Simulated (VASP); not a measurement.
Wanted: the native input for a VASP 6.6.1 run.

```
Task                   : single point
Functional             : PBE
Potentials or basis    : VASP PAW PBE potentials, release 64 (Mg, O)
Cutoff                 : 520 eV
k mesh                 : 10 × 10 × 7
Occupations            : fermi-dirac, width 0.02 eV
Spin                   : no spin polarisation
Dipole correction      : no
Further INCAR settings : ALGO = Normal; EDIFF = 1e-06; NBANDS = 16
```

The structure of MgO (rocksalt type) lies in POSCAR:

```
MgO
1.0
    2.1269412136      2.1269412136      0.0000000000
   -2.1269412136      2.1269412136      0.0000000000
    0.0000000000      0.0000000000      4.2538824272
Mg O
2 2
Direct
    0.0000000000      0.0000000000      0.0000000000
    0.5000000000      0.5000000000      0.5000000000
    0.5000000000      0.5000000000      0.0000000000
    0.0000000000      0.0000000000      0.5000000000
```

One way to write it, as run:

INCAR

```
SYSTEM = MgO
ALGO = Normal
EDIFF = 1E-6
ENCUT = 520
GGA = PE
ISIF = 2
ISMEAR = -1
LASPH = .True.
LCHARG = .False.
LREAL = .False.
LWAVE = .False.
NBANDS = 16
NELM = 60
PREC = Accurate
SIGMA = 0.02
```

KPOINTS

```
k-points
0
Gamma
  10 10 7
  0 0 0
```

Potentials or basis: VASP PAW PBE potentials, release 64 (Mg, O).

The run is started by

```console
$ cat potpaw_PBE.64/Mg/POTCAR potpaw_PBE.64/O/POTCAR > POTCAR
$ mpirun -np 1 vasp_std > vasp.out
```

It gave:

```
Pressure               : -0.8 GPa
Band gap on the k mesh : 4.44 eV
```

Caveat: an odd mesh through Γ misses points on the zone boundary, where band edges can lie.

Wall time 44 s on 1 thread of Intel Xeon 8259CL (shared host), peak memory 0.18 GiB.
